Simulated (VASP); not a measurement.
# Pt (Im-3m) in VASP: a series of runs

Pt is run at these levels: PBEsol; tasks: single point.

Program: VASP 6.6.1. These are calculated values, not measurements. Logs are shortened: lines on timing, memory, paths and dates and some standing lists are left out, and cuts for length are marked.

## Step 1: The cell of the first run

It takes space group Im-3m (No. 229, cubic). Conventional cell: a = 3.082 Å, b = 3.082 Å, c = 3.082 Å, α = 90.00°, β = 90.00°, γ = 90.00°. Pt (site symmetry m-3m) has 14 Pt at 2.67 to 3.08 Å within 3.5 Å.

## Step 2: Single point, PBEsol

The input, INCAR:

```
SYSTEM = Pt
PREC = Accurate ; ENCUT = 520
EDIFF = 1E-7 ; ISMEAR = 1
SIGMA = 0.01 ; LREAL = .False.
LASPH = .True. ; NELM = 80
ALGO = Normal ; ISIF = 2
LWAVE = .False. ; LCHARG = .True.
GGA = PS ; LELF = .True.
LVHAR = .True. ; NBANDS = 11
```

The input, KPOINTS:

```
Automatic mesh
0
Gamma
  13 13 13
  0 0 0
```

The input, POSCAR:

```
Pt
1.0
   -1.5407946703      1.5407946703      1.5407946703
    1.5407946703     -1.5407946703      1.5407946703
    1.5407946703      1.5407946703     -1.5407946703
Pt
1
Direct
    0.0000000000      0.0000000000      0.0000000000
```

Potentials or basis: VASP PAW PBE potentials, release 64 (Pt).

Command:

```
$ cat potpaw_PBE.64/Pt/POTCAR > POTCAR
$ mpirun -np 1 vasp_std > vasp.out
```

OUTCAR:

```text
SYSTEM = Pt
   PREC = Accurate
   ENCUT = 520
   EDIFF = 1E-7
   ISMEAR = 1
   LREAL = .False.
   LASPH = .True.
   NELM = 80
   ISIF = 2
   GGA = PS

 ion  position               nearest neighbor table
   1  0.000  0.000  0.000-

  LATTYP: Found a body centered cubic cell.
 ALAT       =     3.0815893406

  Lattice vectors:

 A1 = (  -1.5407946703,   1.5407946703,   1.5407946703)
 A2 = (   1.5407946703,  -1.5407946703,   1.5407946703)
 A3 = (   1.5407946703,   1.5407946703,  -1.5407946703)

Analysis of symmetry for initial positions (statically):
=====================================================================
 Subroutine PRICEL returns:
 Original cell was already a primitive cell.

 Routine SETGRP: Setting up the symmetry group for a
 body centered cubic supercell.

 Subroutine GETGRP returns: Found 48 space group operations
 (whereof 48 operations were pure point group operations)
 out of a pool of 48 trial point group operations.

The static configuration has the point symmetry O_h .

Analysis of symmetry for dynamics (positions and initial velocities):
=====================================================================
 Subroutine PRICEL returns:
 Original cell was already a primitive cell.

 Routine SETGRP: Setting up the symmetry group for a
 body centered cubic supercell.

 Subroutine GETGRP returns: Found 48 space group operations
 (whereof 48 operations were pure point group operations)
 out of a pool of 48 trial point group operations.

The dynamic configuration has the point symmetry O_h .

 Subroutine INISYM returns: Found 48 space group operations
 (whereof 48 operations are pure point group operations),
 and found     1 'primitive' translations

----------------------------------------------------------------------------------------

                                     Primitive cell

  volume of cell :      14.6317

  direct lattice vectors                    reciprocal lattice vectors
    -1.540794670  1.540794670  1.540794670     0.000000000  0.324507872  0.324507872
     1.540794670 -1.540794670  1.540794670     0.324507872  0.000000000  0.324507872
     1.540794670  1.540794670 -1.540794670     0.324507872  0.324507872  0.000000000

  length of vectors
     2.668734653  2.668734653  2.668734653     0.458923434  0.458923434  0.458923434

  position of ions in fractional coordinates (direct lattice)
     0.000000000  0.000000000  0.000000000

  ion indices of the primitive-cell ions
   primitive index   ion index
                 1           1

----------------------------------------------------------------------------------------

 KPOINTS: Automatic mesh

Automatic generation of k-mesh.
 Grid dimensions read from file:
 generate k-points for:   13   13   13

 Generating k-lattice:

  Cartesian coordinates                     Fractional coordinates (reciprocal lattice)
     0.000000000  0.024962144  0.024962144     0.076923077  0.000000000  0.000000000
     0.024962144  0.000000000  0.024962144     0.000000000  0.076923077  0.000000000
     0.024962144  0.024962144  0.000000000     0.000000000  0.000000000  0.076923077

  Length of vectors
     0.035301803  0.035301803  0.035301803

  Shift w.r.t. Gamma in fractional coordinates (k-lattice)
     0.000000000  0.000000000  0.000000000

 Subroutine IBZKPT returns following result:
 ===========================================

 Found     84 irreducible k-points:

 Following reciprocal coordinates:
            Coordinates               Weight
  0.000000  0.000000  0.000000      1.000000
  0.076923  0.000000  0.000000     12.000000
  0.153846  0.000000  0.000000     12.000000
  0.230769  0.000000  0.000000     12.000000
  0.307692  0.000000  0.000000     12.000000
  0.384615  0.000000  0.000000     12.000000
[... 16 lines left out ...]
  0.153846  0.076923  0.076923     24.000000
  0.230769  0.076923  0.076923     24.000000
 [... further k-points ...]
   k-points           NKPTS =     84   k-points in BZ     NKDIM =     84   number of bands    NBANDS=     11
   number of dos      NEDOS =    301   number of ions     NIONS =      1
   total plane-waves  NPLWV =   8000
   dimension x,y,z NGX =    20 NGY =   20 NGZ =   20
   dimension x,y,z NGXF=    40 NGYF=   40 NGZF=   40
   ions per type =               1
   NGX,Y,Z   is equivalent  to a cutoff of  12.46, 12.46, 12.46 a.u.
   NGXF,Y,Z  is equivalent  to a cutoff of  24.92, 24.92, 24.92 a.u.
 SYSTEM =  Pt
   PREC   = accura    normal or accurate (medium, high low for compatibility)
   ISTART =      0    job   : 0-new  1-cont  2-samecut
   ICHARG =      2    charge: 1-file 2-atom 10-const
   ISPIN  =      1    spin polarized calculation?
   LNONCOLLINEAR =      F non collinear calculations
   LSORBIT =      F    spin-orbit coupling
   LASPH  =      T    aspherical Exc in radial PAW
   ENCUT  =  520.0 eV  38.22 Ry    6.18 a.u.   4.96  4.96  4.96*2*pi/ulx,y,z
   NELM   =     80;   NELMIN=  2; NELMDL= -5     # of ELM steps
   EDIFF  = 0.1E-06   stopping-criterion for ELM
   LREAL  =      F    real-space projection
   EDIFFG = 0.1E-05   stopping-criterion for IOM
   NSW    =      0    number of steps for IOM
   IBRION =     -1    ionic relax: 0-MD 1-quasi-New 2-CG
   NFREE  =      0    steps in history (QN), initial steepest desc. (CG)
   ISIF   =      2    stress and relaxation
   ISYM   =      2    0-nonsym 1-usesym 2-fastsym
   POTIM  = 0.5000    time-step for ionic-motion
   TEBEG  =    0.0;   TEEND  =   0.0 temperature during run
   PSTRESS=    0.0 pullay stress
   NELECT =      10.0000    total number of electrons
   NUPDOWN=      -1.0000    fix difference up-down
   EMIN   =  10.00;   EMAX   =-10.00  energy-range for DOS
   EFERMI =   0.00;   METHOD = LEGACY
   ISMEAR =     1;   SIGMA  =   0.01  broadening in eV -4-tet -1-fermi 0-gaus
   EFERMI_NEDOS =   21; number of points for ismear=-14 and -15
   IALGO  =     38    algorithm
   IMIX   =      4    mixing-type and parameters
     AMIX     =   0.40;   BMIX     =  1.00
     AMIX_MAG =   1.60;   BMIX_MAG =  1.00
  volume/ion in A,a.u.               =      14.63        98.74
  Fermi-wavevector in a.u.,A,eV,Ry     =   1.442038  2.725057 28.292960  2.079474
  Thomas-Fermi vector in A             =   2.560603
   LORBIT       =      0    0 simple, 1 ext, 2 COOP (PROOUT), +10 PAW based schemes
   GGA     = PS    functional components
   LHFCALC =     F    Hartree Fock is set to
   AEXX    =    0.0000 exact exchange contribution
   IVDW    =     0    specifies the selected vdW correction
   LEPSILON=     F    determine dielectric tensor
   LRPA    =     F    only Hartree local field effects (RPA)
 non-spin polarized calculation
 Methfessel and Paxton  Order N= 1 SIGMA  =   0.01
  energy-cutoff  :      520.00
  volume of cell :       14.63
 maximum number of plane-waves:       406
   NGX =  9   NGY =  9   NGZ =  9

 number of electron      10.0000003 magnetization

 Free energy of the ion-electron system (eV)
  ---------------------------------------------------
  ext. energy  EPLUGINS =         0.00000000
  ---------------------------------------------------
  free energy    TOTEN  =        -6.82521081 eV

  energy without entropy =       -6.82518570  energy(sigma->0) =       -6.82520244

 E-fermi :  11.5003     XC(G=0): -13.8013

 val. band max:       11.4539585870   @ k =  -0.3846  -0.4615   0.1538
 cond. band min:      11.5028915304   @ k =  -0.3846  -0.4615   0.2308
 fundamental gap:      0.0489329434
 Fermi energy:        11.5003399755

 k-point     1 :       0.0000    0.0000    0.0000
  band No.  band energies     occupation
      1       1.0583      2.00000
      2       7.5115      2.00000
      3       7.5115      2.00000
      4       7.5115      2.00000
      5      10.3296      2.00000
      6      10.3296      2.00000
      7      28.4863      0.00000
      8      28.4863      0.00000
      9      28.4863      0.00000
     10      39.4951      0.00000
     11      39.4951      0.00000

 k-point     2 :       0.0769    0.0000    0.0000
  band No.  band energies     occupation
      1       1.3172      2.00000
      2       7.4040      2.00000
      3       7.5084      2.00000
      4       7.7270      2.00000
      5      10.1895      2.00000
      6      10.3368      2.00000
      7      28.6176      0.00000
      8      28.7553      0.00000
      9      28.8795      0.00000
     10      36.9372      0.00000
     11      37.6810      0.00000

 k-point     3 :       0.1538    0.0000    0.0000
  band No.  band energies     occupation
      1       2.0459      2.00000
      2       7.1175      2.00000
      3       7.4758      2.00000
      4       8.3552      2.00000
      5       9.9268      2.00000
      6      10.3654      2.00000
      7      28.6891      0.00000
      8      28.9310      0.00000
      9      30.0080      0.00000
     10      35.0056      0.00000
     11      35.3074      0.00000

 k-point     4 :       0.2308    0.0000    0.0000
  band No.  band energies     occupation
      1       3.0500      2.00000
      2       6.7395      2.00000
      3       7.4819      2.00000
      4       9.3356      2.00000
      5       9.8239      2.00000
      6      10.4286      2.00000
      7      27.3196      0.00000
      8      27.9430      0.00000
      9      31.7319      0.00000
     10      34.7781      0.00000
     11      34.9657      0.00000
[... 239 lines left out ...]
 k-point    22 :       0.0769    0.0769    0.0769
  band No.  band energies     occupation
      1       2.5025      2.00000
      2       7.0471      2.00000
      3       7.0471      2.00000
      4       9.0508      2.00000
      5      10.1487      2.00000
      6      10.1487      2.00000
      7      28.9384      0.00000
      8      28.9384      0.00000
      9      29.5840      0.00000
     10      32.8773      0.00000
     11      36.7082      0.00000

 k-point    23 :       0.1538    0.0769    0.0769
  band No.  band energies     occupation
      1       3.4952      2.00000
      2       6.6572      2.00000
      3       6.8933      2.00000
      4      10.0169      2.00000
      5      10.2413      2.00000
      6      10.3462      2.00000
      7      27.3971      0.00000
      8      27.9352      0.00000
      9      30.0160      0.00000
     10      30.7564      0.00000
     11      37.4752      0.00000

 k-point    24 :       0.2308    0.0769    0.0769
  band No.  band energies     occupation
      1       4.3510      2.00000
      2       6.3072      2.00000
      3       7.1804      2.00000
      4      10.0658      2.00000
      5      10.5182      2.00000
      6      11.6800     -0.00000
      7      24.1464      0.00000
      8      26.5694      0.00000
      9      28.5743      0.00000
     10      32.5185      0.00000
     11      38.7719      0.00000

 [... further k-points ...]
[... 5 lines left out ...]
  --------------------------------------------------------------------------------------
  -------------------------------------------------------------------------------------
  Total        1.0394339      1.0394339      1.0394339     -0.0000000     -0.0000000     -0.0000000
  in kB      113.8185760    113.8185760    113.8185760     -0.0000000     -0.0000000     -0.0000000
  external PRESSURE =     113.8185760 kB  Pullay stress =       0.0000000 kB

 VOLUME and BASIS-vectors are now :
 -----------------------------------------------------------------------------
  energy-cutoff  :      520.00
  volume of cell :       14.63
      direct lattice vectors                 reciprocal lattice vectors
    -1.540794670  1.540794670  1.540794670     0.000000000  0.324507872  0.324507872
     1.540794670 -1.540794670  1.540794670     0.324507872  0.000000000  0.324507872
     1.540794670  1.540794670 -1.540794670     0.324507872  0.324507872  0.000000000

 POSITION                                       TOTAL-FORCE (eV/Angst)
 -----------------------------------------------------------------------------------
      0.00000      0.00000      0.00000        -0.000000     -0.000000     -0.000000
 -----------------------------------------------------------------------------------
    total drift:                                0.000000      0.000000      0.000000

  FREE ENERGIE OF THE ION-ELECTRON SYSTEM (eV)
  ---------------------------------------------------
  free  energy   TOTEN  =        -6.8252108113 eV

  energy  without entropy=       -6.8251856973  energy(sigma->0) =       -6.82520244
```

Wall time 11 s (1 thread of Intel Xeon Platinum 8375C at 2.90GHz (Ice Lake), shared host); peak memory 0.13 GiB.

Results:

| Property | Result |
| --- | --- |
| Free energy | -6.8252 eV |
| Pressure | 11.4 GPa |
| Band gap on the k mesh | zero (band 5 reaches 12.51 eV, above the bottom of band 6 at 10.15 eV) |

Caveat: the PAW data sets were made with another functional, which shifts forces and pressure a little; spin-orbit coupling is left out, which moves the levels of the heavy elements.

## Step 3: Single point, PBEsol

This run uses another cell than the first one, of 15.27 Å³/atom, 1.043 times its volume.

The input, INCAR:

```
ALGO = Normal
EDIFF = 1E-7
ENCUT = 520
GGA = PS
ISIF = 2
ISMEAR = 1
LASPH = T
LCHARG = F
LREAL = F
LWAVE = F
NBANDS = 11
NELM = 60
PREC = Accurate
SIGMA = 0.01
```

The input, KPOINTS:

```
k-points
0
Gamma
  13 13 13
```

The input, POSCAR:

```
Pt
1.0
   -1.5628089970      1.5628089970      1.5628089970
    1.5628089970     -1.5628089970      1.5628089970
    1.5628089970      1.5628089970     -1.5628089970
Pt
1
Direct
    0.0000000000      0.0000000000      0.0000000000
```

Potentials or basis: VASP PAW PBE potentials, release 64 (Pt).

Command:

```
$ cat potpaw_PBE.64/Pt/POTCAR > POTCAR
$ mpirun -np 1 vasp_std > vasp.out
```

Run time: 11 s. Hardware: 1 thread of Intel Xeon Platinum 8375C at 2.90GHz (Ice Lake), shared host; peak memory 0.13 GiB.

Results (log left out):

- Free energy: -6.8440 eV
- Pressure: -1.6 GPa
- Band gap on the k mesh: zero (band 5 reaches 11.62 eV, above the bottom of band 6 at 9.44 eV)

Levels at points of the mesh, in eV from the Fermi level:
| k point | band 3 | band 4 | band 5 | band 6 | band 7 | band 8 |
| --- | --- | --- | --- | --- | --- | --- |
| (0.00, 0.00, 0.00) | -3.73 | -3.73 | -1.08 | -1.08 | 17.03 | 17.03 |

Caveat: the PAW data sets were made with another functional, which shifts forces and pressure a little; spin-orbit coupling is left out, which moves the levels of the heavy elements.

## Step 4: Single point, PBEsol

This run uses another cell than the first one, of 15.90 Å³/atom, 1.087 times its volume.

The input, INCAR:

```
PREC     = Accurate       # precision mode
ENCUT    = 520            # plane-wave cutoff, eV
EDIFF    = 1E-6           # SCF threshold, eV
ISMEAR   = 1              # smearing method
SIGMA    = 0.01           # smearing width, eV
LREAL    = False          # projectors in reciprocal space
LASPH    = True           # aspherical terms in the spheres
NELM     = 60             # most SCF steps
ALGO     = Normal         # electronic algorithm
ISIF     = 2              # what is computed and relaxed
LWAVE    = False          # write WAVECAR
LCHARG   = False          # write CHGCAR
GGA      = PS             # functional
NBANDS   = 11             # bands
```

The input, KPOINTS:

```
Automatic mesh
0
Gamma
  13 13 13
```

The input, POSCAR:

```
Pt
1.0
   -1.5842200000      1.5842200000      1.5842200000
    1.5842200000     -1.5842200000      1.5842200000
    1.5842200000      1.5842200000     -1.5842200000
Pt
1
Direct
    0.0000000000      0.0000000000      0.0000000000
```

Command:

```
$ cat potpaw_PBE.64/Pt/POTCAR > POTCAR
$ mpirun -np 1 vasp_std > vasp.out
```

Wall time 9.8 s (1 thread of Intel Xeon Platinum 8375C at 2.90GHz (Ice Lake), shared host); peak memory 0.13 GiB.

It converged, with:

```
Free energy            : -6.8175 eV
Pressure               : -11.5 GPa
Band gap on the k mesh : zero (band 5 reaches 10.80 eV, above the bottom of band 6 at 8.78 eV)
```

Levels at points of the mesh, in eV from the Fermi level:
```tsv
k point	band 3	band 4	band 5	band 6	band 7	band 8
(0.00, 0.00, 0.00)	-3.50	-3.50	-1.01	-1.01	17.05	17.05
```

Caveat: the PAW data sets were made with another functional, which shifts forces and pressure a little; spin-orbit coupling is left out, which moves the levels of the heavy elements.

## Step 5: Single point, PBEsol

This run uses another cell than the first one, of 16.54 Å³/atom, 1.130 times its volume.

The input, INCAR:

```
ALGO = Normal ; EDIFF = 1E-6
ENCUT = 520 ; GGA = PS
ISIF = 2 ; ISMEAR = 1
LASPH = T ; LCHARG = F
LREAL = F ; LWAVE = F
NBANDS = 11 ; NELM = 60
PREC = Accurate ; SIGMA = 0.01
```

The input, KPOINTS:

```
k-points
0
Gamma
  13 13 13
```

The input, POSCAR:

```
Pt
1.0
   -1.6050673907      1.6050673907      1.6050673907
    1.6050673907     -1.6050673907      1.6050673907
    1.6050673907      1.6050673907     -1.6050673907
Pt
1
Direct
    0.0000000000      0.0000000000      0.0000000000
```

Command:

```
$ cat potpaw_PBE.64/Pt/POTCAR > POTCAR
$ mpirun -np 1 vasp_std > vasp.out
```

It took 17 s on 1 thread of Intel Xeon Platinum 8375C at 2.90GHz (Ice Lake), shared host; peak memory 0.15 GiB.

It converged, with:

- Free energy: -6.7568 eV
- Pressure: -18.8 GPa
- Band gap on the k mesh: zero (band 5 reaches 10.06 eV, above the bottom of band 6 at 8.18 eV)

Levels at points of the mesh, in eV from the Fermi level:
```csv
k point,band 1,band 2,band 3,band 4,band 5,band 6,band 7,band 8,band 9,band 10
"(0.00, 0.00, 0.00)",-9.15,-3.30,-3.30,-3.30,-0.95,-0.95,17.03,17.03,17.03,26.49
```

Caveat: the PAW data sets were made with another functional, which shifts forces and pressure a little; spin-orbit coupling is left out, which moves the levels of the heavy elements.

## Step 6: Single point, PBEsol

This run uses another cell than the first one, of 17.18 Å³/atom, 1.174 times its volume.

The input, INCAR:

```
SYSTEM = Pt
PREC     = Accurate       ! precision mode
ENCUT    = 520            ! plane-wave cutoff, eV
EDIFF    = 1E-6           ! SCF threshold, eV
ISMEAR   = 1              ! smearing method
SIGMA    = 0.01           ! smearing width, eV
LREAL    = .False.        ! projectors in reciprocal space
LASPH    = .True.         ! aspherical terms in the spheres
NELM     = 100            ! most SCF steps
ALGO     = Normal         ! electronic algorithm
ISIF     = 2              ! what is computed and relaxed
LWAVE    = .False.        ! write WAVECAR
LCHARG   = .False.        ! write CHGCAR
GGA      = PS             ! functional
NBANDS   = 11             ! bands
```

The input, KPOINTS:

```
Automatic mesh
0
Gamma
  13 13 13
  0 0 0
```

The input, POSCAR:

```
Pt
1.0
   -1.6253868565      1.6253868565      1.6253868565
    1.6253868565     -1.6253868565      1.6253868565
    1.6253868565      1.6253868565     -1.6253868565
Pt
1
Direct
    0.0000000000      0.0000000000      0.0000000000
```

Potentials or basis: VASP PAW PBE potentials, release 64 (Pt).

Command:

```
$ cat potpaw_PBE.64/Pt/POTCAR > POTCAR
$ mpirun -np 1 vasp_std > vasp.out
```

It took 16 s on 1 thread of Intel Xeon Platinum 8375C at 2.90GHz (Ice Lake), shared host; peak memory 0.15 GiB.

It converged, with:

| Quantity | Value |
| --- | --- |
| Free energy | -6.6710 eV |
| Pressure | -24.5 GPa |
| Band gap on the k mesh | zero (band 5 reaches 9.37 eV, above the bottom of band 6 at 7.62 eV) |

Levels at points of the mesh, in eV from the Fermi level:
```csv
k point,band 1,band 2,band 3,band 4,band 5,band 6,band 7,band 8,band 9,band 10
"(0.00, 0.00, 0.00)",-8.77,-3.11,-3.11,-3.11,-0.88,-0.88,17.02,17.02,17.02,25.78
```

Caveat: the PAW data sets were made with another functional, which shifts forces and pressure a little; spin-orbit coupling is left out, which moves the levels of the heavy elements.

## Step 7: Summary

```csv
cell,gap on the mesh (eV),pressure (GPa)
"a = 2.669 Å, angles 109.5°, 1 atom",none,11.4
"a = 2.707 Å, angles 109.5°, 1 atom",none,-1.6
"a = 2.744 Å, angles 109.5°, 1 atom",none,-11.5
"a = 2.780 Å, angles 109.5°, 1 atom",none,-18.8
"a = 2.815 Å, angles 109.5°, 1 atom",none,-24.5
```

Alike in all rows: task single point; level PBEsol; potentials or basis VASP PAW PBE potentials, release 64 (Pt); no spin polarisation; k mesh 13 × 13 × 13; cutoff (eV) 520; smearing methfessel-paxton 0.01 eV.

Caveats: the PAW data sets were made with another functional, which shifts forces and pressure a little; spin-orbit coupling is left out, which moves the levels of the heavy elements.

Total energies depend on the potentials used, so only differences within one code and one set of settings carry meaning.
